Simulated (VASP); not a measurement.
# Fe (P6/mmm) in VASP: further runs

Fe is run at these levels: LDA; tasks: single point.

Everything below comes from runs of VASP 6.6.1. Logs are shortened: lines on timing, memory, paths and dates and some standing lists are left out, and cuts for length are marked.

### 1 The cell of the first run

It takes space group P6/mmm (No. 191, hexagonal). The conventional cell has a = 3.532 Å, b = 3.532 Å, c = 2.195 Å, α = 90.00°, β = 90.00°, γ = 120.00°. Within 2.9 Å of Fe (site symmetry 6/mmm) lie 14 Fe at 2.19 to 2.32 Å. Fe (site symmetry -6m2) has 11 Fe at 2.04 to 2.32 Å within 2.7 Å.

This isn't the form of Fe at room conditions, which is bcc.

### 2 Single point, LDA, collinear spin, ferromagnetic start

File INCAR:

```
SYSTEM = Fe
ALGO     = Normal         ! electronic algorithm
EDIFF    = 1E-7           ! SCF threshold, eV
ENCUT    = 520            ! plane-wave cutoff, eV
GGA      = CA             ! functional
ISIF     = 2              ! what is computed and relaxed
ISMEAR   = -1             ! smearing method
ISPIN    = 2              ! spin polarisation
LASPH    = .TRUE.         ! aspherical terms in the spheres
LCHARG   = .TRUE.         ! write CHGCAR
LELF     = .TRUE.         ! ELF
LMAXMIX  = 4              ! l up to which the mixer works
LORBIT   = 11             ! projections on sites
LREAL    = .FALSE.        ! projectors in reciprocal space
LVHAR    = .TRUE.       
LWAVE    = .FALSE.        ! write WAVECAR
MAGMOM   = 2.5 2.5 2.5    ! initial moments
NBANDS   = 23             ! bands
NELM     = 150            ! most SCF steps
PREC     = Accurate       ! precision mode
SIGMA    = 0.05           ! smearing width, eV
```

File KPOINTS:

```
k-points
0
G
  10 10 14
  0 0 0
```

File POSCAR:

```
Fe
1.0
    3.5323772519      0.0000000000      0.0000000000
   -1.7661886260      3.0591284359      0.0000000000
    0.0000000000      0.0000000000      2.1949393977
Fe
3
Direct
    0.0000000000      0.0000000000      0.0000000000
    0.3333333333      0.6666666667      0.5000000000
    0.6666666667      0.3333333333      0.5000000000
```

Potentials or basis: VASP PAW LDA potentials, release 64 (Fe).

The run is started by

```console
$ cat potpaw_LDA.64/Fe/POTCAR > POTCAR
$ mpirun -np 1 vasp_std > vasp.out
```

OUTCAR:

```text
SYSTEM = Fe
   EDIFF = 1E-7
   ENCUT = 520
   GGA = CA
   ISIF = 2
   ISMEAR = -1
   ISPIN = 2
   LASPH = .TRUE.
   LORBIT = 11
   LREAL = .FALSE.
   NELM = 150
   PREC = Accurate

 ion  position               nearest neighbor table
   1  0.000  0.000  0.000-   2 2.32   3 2.32   2 2.32   3 2.32   3 2.32   3 2.32   2 2.32   2 2.32
                             3 2.32   3 2.32   2 2.32   2 2.32
   2  0.333  0.667  0.500-   3 2.04   3 2.04   3 2.04   1 2.32   1 2.32   1 2.32   1 2.32   1 2.32
                             1 2.32   3 3.00   3 3.00   3 3.00   3 3.00   3 3.00   3 3.00
   3  0.667  0.333  0.500-   2 2.04   2 2.04   2 2.04   1 2.32   1 2.32   1 2.32   1 2.32   1 2.32
                             1 2.32   2 3.00   2 3.00   2 3.00   2 3.00   2 3.00   2 3.00

  LATTYP: Found a hexagonal cell.
 ALAT       =     3.5323772519
 C/A-ratio  =     0.6213774014

  Lattice vectors:

 A1 = (   3.5323772519,   0.0000000000,   0.0000000000)
 A2 = (  -1.7661886260,   3.0591284359,   0.0000000000)
 A3 = (   0.0000000000,   0.0000000000,   2.1949393977)

Analysis of symmetry for initial positions (statically):
=====================================================================
 Subroutine PRICEL returns:
 Original cell was already a primitive cell.

 Routine SETGRP: Setting up the symmetry group for a
 hexagonal supercell.

 Subroutine GETGRP returns: Found 24 space group operations
 (whereof 24 operations were pure point group operations)
 out of a pool of 24 trial point group operations.

The static configuration has the point symmetry D_6h.

Analysis of symmetry for dynamics (positions and initial velocities):
=====================================================================
 Subroutine PRICEL returns:
 Original cell was already a primitive cell.

 Routine SETGRP: Setting up the symmetry group for a
 hexagonal supercell.

 Subroutine GETGRP returns: Found 24 space group operations
 (whereof 24 operations were pure point group operations)
 out of a pool of 24 trial point group operations.

The dynamic configuration has the point symmetry D_6h.

Analysis of structural, dynamic, and magnetic symmetry:
=====================================================================
 Subroutine PRICEL returns:
 Original cell was already a primitive cell.

 Routine SETGRP: Setting up the symmetry group for a
 hexagonal supercell.

 Subroutine GETGRP returns: Found 24 space group operations
 (whereof 24 operations were pure point group operations)
 out of a pool of 24 trial point group operations.

The overall configuration has the point symmetry D_6h.

 Subroutine INISYM returns: Found 24 space group operations
 (whereof 24 operations are pure point group operations),
 and found     1 'primitive' translations

----------------------------------------------------------------------------------------

                                     Primitive cell

  volume of cell :      23.7185

  direct lattice vectors                    reciprocal lattice vectors
     3.532377252  0.000000000  0.000000000     0.283095470  0.163445246  0.000000000
    -1.766188626  3.059128436  0.000000000     0.000000000  0.326890492  0.000000000
     0.000000000  0.000000000  2.194939398     0.000000000  0.000000000  0.455593444

  length of vectors
     3.532377252  3.532377252  2.194939398     0.326890492  0.326890492  0.455593444

  position of ions in fractional coordinates (direct lattice)
     0.000000000  0.000000000  0.000000000
     0.333333333  0.666666667  0.500000000
     0.666666667  0.333333333  0.500000000

  ion indices of the primitive-cell ions
   primitive index   ion index
                 1           1
                 2           2
                 3           3

----------------------------------------------------------------------------------------

 KPOINTS: k-points

Automatic generation of k-mesh.
 Grid dimensions read from file:
 generate k-points for:   10   10   14

 Generating k-lattice:

  Cartesian coordinates                     Fractional coordinates (reciprocal lattice)
     0.028309547  0.016344525  0.000000000     0.100000000  0.000000000  0.000000000
     0.000000000  0.032689049  0.000000000     0.000000000  0.100000000  0.000000000
     0.000000000  0.000000000  0.032542389     0.000000000  0.000000000  0.071428571

  Length of vectors
     0.032689049  0.032689049  0.032542389

  Shift w.r.t. Gamma in fractional coordinates (k-lattice)
     0.000000000  0.000000000  0.000000000

 Subroutine IBZKPT returns following result:
 ===========================================

 Found    112 irreducible k-points:

 Following reciprocal coordinates:
            Coordinates               Weight
  0.000000  0.000000  0.000000      1.000000
  0.100000  0.000000  0.000000      6.000000
  0.200000  0.000000  0.000000      6.000000
  0.300000  0.000000  0.000000      6.000000
  0.400000  0.000000  0.000000      6.000000
  0.500000  0.000000  0.000000      3.000000
[... 16 lines left out ...]
  0.300000  0.100000  0.071429     24.000000
  0.400000  0.100000  0.071429     24.000000
 [... further k-points ...]
   k-points           NKPTS =    112   k-points in BZ     NKDIM =    112   number of bands    NBANDS=     23
   number of dos      NEDOS =    301   number of ions     NIONS =      3
   total plane-waves  NPLWV =  12544
   dimension x,y,z NGX =    28 NGY =   28 NGZ =   16
   dimension x,y,z NGXF=    56 NGYF=   56 NGZF=   32
   ions per type =               3
   NGX,Y,Z   is equivalent  to a cutoff of  13.18, 13.18, 12.12 a.u.
   NGXF,Y,Z  is equivalent  to a cutoff of  26.36, 26.36, 24.24 a.u.
 SYSTEM =  Fe
   PREC   = accura    normal or accurate (medium, high low for compatibility)
   ISTART =      0    job   : 0-new  1-cont  2-samecut
   ICHARG =      2    charge: 1-file 2-atom 10-const
   ISPIN  =      2    spin polarized calculation?
   LNONCOLLINEAR =      F non collinear calculations
   LSORBIT =      F    spin-orbit coupling
   LASPH  =      T    aspherical Exc in radial PAW
   ENCUT  =  520.0 eV  38.22 Ry    6.18 a.u.   6.57  6.57  4.08*2*pi/ulx,y,z
   NELM   =    150;   NELMIN=  2; NELMDL= -5     # of ELM steps
   EDIFF  = 0.1E-06   stopping-criterion for ELM
   LREAL  =      F    real-space projection
   EDIFFG = 0.1E-05   stopping-criterion for IOM
   NSW    =      0    number of steps for IOM
   IBRION =     -1    ionic relax: 0-MD 1-quasi-New 2-CG
   NFREE  =      0    steps in history (QN), initial steepest desc. (CG)
   ISIF   =      2    stress and relaxation
   ISYM   =      2    0-nonsym 1-usesym 2-fastsym
   POTIM  = 0.5000    time-step for ionic-motion
   TEBEG  =    0.0;   TEEND  =   0.0 temperature during run
   PSTRESS=    0.0 pullay stress
   NELECT =      24.0000    total number of electrons
   NUPDOWN=      -1.0000    fix difference up-down
   EMIN   =  10.00;   EMAX   =-10.00  energy-range for DOS
   EFERMI =   0.00;   METHOD = LEGACY
   ISMEAR =    -1;   SIGMA  =   0.05  broadening in eV -4-tet -1-fermi 0-gaus
   EFERMI_NEDOS =   21; number of points for ismear=-14 and -15
   IALGO  =     38    algorithm
   IMIX   =      4    mixing-type and parameters
     AMIX     =   0.40;   BMIX     =  1.00
     AMIX_MAG =   1.60;   BMIX_MAG =  1.00
  volume/ion in A,a.u.               =       7.91        53.35
  Fermi-wavevector in a.u.,A,eV,Ry     =   1.643550  3.105858 36.752807  2.701255
  Thomas-Fermi vector in A             =   2.733665
   LORBIT       =     11    0 simple, 1 ext, 2 COOP (PROOUT), +10 PAW based schemes
   GGA     = CA    functional components
   LHFCALC =     F    Hartree Fock is set to
   AEXX    =    0.0000 exact exchange contribution
   IVDW    =     0    specifies the selected vdW correction
   LEPSILON=     F    determine dielectric tensor
   LRPA    =     F    only Hartree local field effects (RPA)
 spin polarized calculation
  energy-cutoff  :      520.00
  volume of cell :       23.72
 maximum number of plane-waves:       662
 NGX is ok and might be reduce to    28
   NGX = 13   NGY = 13   NGZ =  9

 number of electron      23.9999986 magnetization       0.0008053

 number of electron      23.9999986 magnetization      -0.0001237

 Free energy of the ion-electron system (eV)
  ---------------------------------------------------
  ext. energy  EPLUGINS =         0.00000000
  ---------------------------------------------------
  free energy    TOTEN  =       -26.16378080 eV

  energy without entropy =      -26.13566418  energy(sigma->0) =      -26.14972249

 E-fermi :  10.3376     XC(G=0): -15.5879

 val. band max:       10.3278309206   @ k =   0.4000   0.1000   0.3571
 cond. band min:      10.3539358124   @ k =   0.4000   0.1000   0.1429
 fundamental gap:      0.0261048919
 Fermi energy:        10.3375510345

 spin component 1

 k-point     1 :       0.0000    0.0000    0.0000
  band No.  band energies     occupation
      1      -0.1685      1.00000
      2       3.8765      1.00000
      3       6.3486      1.00000
      4       6.3486      1.00000
      5       6.3516      1.00000
      6       6.3516      1.00000
[... 613 lines left out ...]
     22      32.0637      0.00000
     23      33.1996      0.00000

 [... further k-points ...]

 spin component 2

 k-point     1 :       0.0000    0.0000    0.0000
  band No.  band energies     occupation
      1      -0.1685      1.00000
      2       3.8765      1.00000
      3       6.3486      1.00000
      4       6.3486      1.00000
      5       6.3516      1.00000
      6       6.3516      1.00000
[... 613 lines left out ...]
     22      32.0636      0.00000
     23      33.1995      0.00000

 [... further k-points ...]

------------------------ aborting loop because EDIFF is reached ----------------------------------------

  FORCE on cell =-STRESS in cart. coord.  units (eV):
  Direction    XX          YY          ZZ          XY          YZ          ZX
  --------------------------------------------------------------------------------------
  -------------------------------------------------------------------------------------
  Total       16.1596734     16.1596734     16.3164602     -0.0000000     -0.0000000      0.0000000
  in kB     1091.5806730   1091.5806730   1102.1715694     -0.0000000     -0.0000000      0.0000000
  external PRESSURE =    1095.1109718 kB  Pullay stress =       0.0000000 kB

 VOLUME and BASIS-vectors are now :
 -----------------------------------------------------------------------------
  energy-cutoff  :      520.00
  volume of cell :       23.72
      direct lattice vectors                 reciprocal lattice vectors
     3.532377252  0.000000000  0.000000000     0.283095470  0.163445246  0.000000000
    -1.766188626  3.059128436  0.000000000     0.000000000  0.326890492  0.000000000
     0.000000000  0.000000000  2.194939398     0.000000000  0.000000000  0.455593444

 POSITION                                       TOTAL-FORCE (eV/Angst)
 -----------------------------------------------------------------------------------
      0.00000      0.00000      0.00000         0.000000      0.000000      0.000000
     -0.00000      2.03942      1.09747         0.000000     -0.000000     -0.000000
      1.76619      1.01971      1.09747        -0.000000      0.000000      0.000000
 -----------------------------------------------------------------------------------
    total drift:                                0.000000      0.000000     -0.000000

  FREE ENERGIE OF THE ION-ELECTRON SYSTEM (eV)
  ---------------------------------------------------
  free  energy   TOTEN  =       -26.1637808025 eV

  energy  without entropy=      -26.1356641757  energy(sigma->0) =      -26.14972249

 total charge

# of ion       s       p       d       tot
------------------------------------------
    1        0.660   0.916   6.680   8.256
    2        0.694   0.930   6.773   8.396
    3        0.694   0.930   6.773   8.396
--------------------------------------------------
tot          2.048   2.775  20.226  25.048

 magnetization (x)

# of ion       s       p       d       tot
------------------------------------------
    1        0.000   0.000  -0.000  -0.000
    2       -0.000  -0.000  -0.000  -0.000
    3       -0.000  -0.000  -0.000  -0.000
--------------------------------------------------
tot         -0.000  -0.000  -0.000  -0.000
```

It took 74 s on 1 thread of Intel Xeon Platinum 8488C (Sapphire Rapids), shared host; peak memory 0.19 GiB.

Results:

```yaml
Free_energy: -26.1638 eV
Pressure: 109.5 GPa
Band_gap_on_the_k_mesh: zero (filled and empty bands overlap)
Net_moment: 0.00 μB per cell
```

Levels at points of the mesh, in eV from the Fermi level:
Spin up:
| k point | band 8 | band 9 | band 10 | band 11 | band 12 | band 13 | band 14 | band 15 | band 16 | band 17 |
| --- | --- | --- | --- | --- | --- | --- | --- | --- | --- | --- |
| (0.00, 0.00, 0.00) | -2.75 | -2.03 | -2.03 | -1.25 | -1.25 | -1.16 | -1.16 | 1.43 | 1.43 | 10.03 |
| (0.50, 0.00, 0.00) | -2.69 | -2.41 | -1.03 | -0.96 | 0.39 | 0.71 | 0.75 | 0.76 | 0.94 | 1.12 |
| (0.00, 0.00, 0.50) | -2.09 | -2.07 | -2.07 | 0.57 | 0.57 | 1.11 | 1.11 | 2.17 | 3.30 | 4.53 |
| (0.50, 0.00, 0.50) | -2.10 | -2.07 | -0.67 | -0.63 | 0.26 | 0.79 | 1.17 | 1.84 | 3.29 | 4.45 |
Spin down:
| k point | band 9 | band 10 | band 11 | band 12 | band 13 | band 14 | band 15 | band 16 |
| --- | --- | --- | --- | --- | --- | --- | --- | --- |
| (0.00, 0.00, 0.00) | -2.03 | -2.03 | -1.25 | -1.25 | -1.16 | -1.16 | 1.43 | 1.43 |
| (0.50, 0.00, 0.00) | -2.41 | -1.03 | -0.96 | 0.39 | 0.71 | 0.75 | 0.76 | 0.94 |
| (0.00, 0.00, 0.50) | -2.07 | -2.07 | 0.57 | 0.57 | 1.11 | 1.11 | 2.17 | 3.30 |
| (0.50, 0.00, 0.50) | -2.07 | -0.67 | -0.63 | 0.26 | 0.79 | 1.17 | 1.84 | 3.29 |

Caveat: the cell stands under pressure; the moments typed at the start vanished in this run.

### 3 Single point, LDA, collinear spin, ferromagnetic start

File INCAR:

```
PREC = Accurate ; ENCUT = 520
EDIFF = 1E-6 ; ISMEAR = -1
SIGMA = 0.05 ; LREAL = False
LASPH = True ; NELM = 150
ALGO = Normal ; ISIF = 2
LWAVE = False ; LCHARG = False
ISPIN = 2 ; MAGMOM = 2.5 2.5 2.5
LORBIT = 11 ; LMAXMIX = 4
NBANDS = 23
```

File KPOINTS:

```
regular mesh
0
Gamma
  10 10 14
```

File POSCAR:

```
Fe
1.0
    3.5322276167      0.0000000000      0.0000000000
   -1.7661138084      3.0589988480      0.0000000000
    0.0000000000      0.0000000000      2.1948508093
Fe
3
Direct
    0.0000000000      0.0000000000      0.0000000000
    0.3333333333      0.6666666667      0.5000000000
    0.6666666667      0.3333333333      0.5000000000
```

Potentials or basis: VASP PAW LDA potentials, release 64 (Fe).

The run is started by

```console
$ cat potpaw_LDA.64/Fe/POTCAR > POTCAR
$ mpirun -np 1 vasp_std > vasp.out
```

It took 64 s on 1 thread of Intel Xeon Platinum 8488C (Sapphire Rapids), shared host; peak memory 0.19 GiB.

Results (log left out):

```yaml
Free_energy: -26.1618 eV
Pressure: 109.4 GPa
Band_gap_on_the_k_mesh: zero (filled and empty bands overlap)
Net_moment: 0.00 μB per cell
```

Stress tensor (GPa, compression positive):
```
109.07   0.00   0.00
  0.00 109.07   0.00
  0.00   0.00 110.13
```

Levels at points of the mesh, in eV from the Fermi level:
Spin up:
```csv
k point,band 9,band 10,band 11,band 12,band 13,band 14,band 15,band 16
"(0.00, 0.00, 0.00)",-2.04,-2.04,-1.25,-1.25,-1.16,-1.16,1.43,1.43
"(0.50, 0.00, 0.00)",-2.41,-1.03,-0.96,0.39,0.71,0.75,0.76,0.94
"(0.00, 0.00, 0.50)",-2.07,-2.07,0.57,0.57,1.11,1.11,2.18,3.30
"(0.50, 0.00, 0.50)",-2.07,-0.67,-0.63,0.26,0.79,1.17,1.84,3.29
```
Spin down:
```
           k point  band 8  band 9  band 10  band 11  band 12  band 13  band 14  band 15  band 16  band 17
(0.00, 0.00, 0.00)   -2.75   -2.03    -2.03    -1.25    -1.25    -1.16    -1.16     1.43     1.43    10.03
(0.50, 0.00, 0.00)   -2.69   -2.41    -1.03    -0.96     0.39     0.71     0.75     0.76     0.94     1.12
(0.00, 0.00, 0.50)   -2.09   -2.07    -2.07     0.57     0.57     1.11     1.11     2.17     3.30     4.53
(0.50, 0.00, 0.50)   -2.10   -2.07    -0.67    -0.63     0.26     0.79     1.17     1.84     3.29     4.45
```

Caveat: the cell stands under pressure; the moments typed at the start vanished in this run.

The gap in the log of VASP goes by the Fermi energy; the results here count the filled bands.